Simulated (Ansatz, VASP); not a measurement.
**Two plane-wave programs on S**

```xyz
4
Lattice="7.6151 0.0000 0.0000 0.0000 2.6052 0.0000 0.0000 0.0000 3.6833" Properties=species:S:1:pos:R:3 pbc="T T T"
S     5.7113    1.3026    1.9176
S     1.9038    1.3026    1.7657
S     0.0000    1.3026    0.0000
S     3.8075    1.3026    0.0000
```

Alike in both runs: task single point; functional PBEsol; k mesh 4 × 8 × 6; occupations gaussian, width 0.1 eV; no spin polarisation.

|  | VASP | Ansatz |
| --- | --- | --- |
| version | VASP 6.6.1 | Ansatz 0.2.0 |
| potentials or method | VASP PAW PBE potentials, release 64 (S), cutoff 520 eV | scalar-relativistic, plane waves, PAW |
| valence electrons in the cell | 24 | 24 |

```csv
,VASP,Ansatz,Ansatz less VASP
gap on the k mesh at the Fermi level (eV),none,none,-
pressure (GPa),-7.9,-8.0,-0.07
"traceless stress, the component that is largest in VASP (GPa)",2.06,2.05,-0.004
rms of the force components (eV/Å),0.086,0.084,-0.0015
```

VASP's potentials were made for PBE, not for PBEsol. Atom by atom the forces differ by 0.001 eV/Å (rms over components). A gap of «none» marks a metal or a gap that the smearing closes. With one functional, cell and mesh, what is left measures potentials, basis and numerics.
